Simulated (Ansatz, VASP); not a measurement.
**Two plane-wave programs on Eu**

```
Eu
1.0
    -2.30500    2.30500    2.30500
     2.30500   -2.30500    2.30500
     2.30500    2.30500   -2.30500
Eu
1
Direct
  0.00000 0.00000 0.00000
```

Alike in both runs: task single point; functional PBEsol; k mesh 14 × 14 × 14; occupations gaussian, width 0.05 eV; collinear spin.

|  | VASP | Ansatz |
| --- | --- | --- |
| version | VASP 6.6.1 | Ansatz 0.2.0 |
| potentials or method | VASP PAW PBE potentials, release 64 (Eu), cutoff 520 eV | scalar-relativistic, plane waves, PAW |
| valence electrons in the cell | 17 | 17 |

Ansatz gave:

```
pressure (GPa)                                                : -2.6
net moment per atom (μB)                                      : 7.34
size of the moment on the site where the two differ most (μB) : 7.08
```

Task: Which values does VASP return?

Result: Pressure (GPa): -2.8; net moment per atom (μB): 7.34; size of the moment on the site where the two differ most (μB): 6.71.

VASP's potentials were made for PBE, not for PBEsol. Site moments also hang on the region over which each program counts them.

Neither program's run includes spin-orbit coupling.
